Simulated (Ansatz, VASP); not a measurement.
Given: the input of a run of Ansatz 0.2.0 on NbAs.

File input.yaml:

```yaml
crystal:
  lattice:
    - [-1.7485611571, 1.7485611571, 5.9168509183]
    - [1.7485611571, -1.7485611571, 5.9168509183]
    - [1.7485611571, 1.7485611571, -5.9168509183]
  atoms:
    - { symbol: Nb, position: [0.5, 0.0, 0.5] }
    - { symbol: Nb, position: [0.75, 0.75, 0.0] }
    - { symbol: As, position: [0.916, 0.416, 0.5] }
    - { symbol: As, position: [0.166, 0.166, 0.0] }
hamiltonian:
  xc: pbe
  pseudopotentials: { kind: paw }
kpoints:
  mp_grid: { grid: [11, 11, 11] }
scf:
  occupations: { method: fermi_dirac, width: 0.05 }
output:
  forces: true
  stress: true
  eigenvalues: true
```

Potentials or basis: Ansatz PAW.

The run is started by

```sh
$ ansatz run input.yaml --threads 2 --pin off --max-ram 5632MiB --backend cpu --events-out ev --progress --plain --runs-dir out
```

Task: Translate it to VASP 6.6.1. Potentials there: VASP PAW PBE potentials, release 64 (Nb_sv, As).

Result: As run (the cutoff follows the program's own potentials):

The input INCAR:

```
SYSTEM = NbAs
PREC = Accurate ; ENCUT = 520
EDIFF = 1E-6 ; ISMEAR = -1
SIGMA = 0.05 ; LREAL = .False.
LASPH = .True. ; NELM = 60
ALGO = Normal ; ISIF = 2
LWAVE = .False. ; LCHARG = .True.
GGA = PE ; LELF = .True.
LVHAR = .True. ; NBANDS = 26
```

KPOINTS

```
regular mesh
0
Gamma
  11 11 11
  0 0 0
```

Contents of POSCAR:

```
NbAs
1.0
   -1.7485611571      1.7485611571      5.9168509183
    1.7485611571     -1.7485611571      5.9168509183
    1.7485611571      1.7485611571     -5.9168509183
Nb As
2 2
Direct
    0.5000000000      0.0000000000      0.5000000000
    0.7500000000      0.7500000000      0.0000000000
    0.9160000000      0.4160000000      0.5000000000
    0.1660000000      0.1660000000      0.0000000000
```

Potentials or basis: VASP PAW PBE potentials, release 64 (Nb_sv, As).

The run is started by

```console
$ cat potpaw_PBE.64/Nb_sv/POTCAR potpaw_PBE.64/As/POTCAR > POTCAR
$ mpirun -np 1 vasp_std > vasp.out
```

Both were run:

|  | VASP | Ansatz | Ansatz less VASP |
| --- | --- | --- | --- |
| gap on the k mesh at the Fermi level (eV) | none | none | - |
| pressure (GPa) | -3.1 | -3.1 | +0.01 |
| traceless stress, the component that is largest in VASP (GPa) | 0.91 | 0.93 | +0.024 |
| rms of the force components (eV/Å) | 0.145 | 0.145 | -0.0005 |

Atom by atom the forces differ by 0.000 eV/Å (rms over components). A gap of «none» marks a metal or a gap that the smearing closes. The functional is the same, so the differences come from potentials, cutoffs and numerics. VASP's potentials hold 36 valence electrons a cell and Ansatz's 56, so a difference there can come from the potentials and not from the codes.
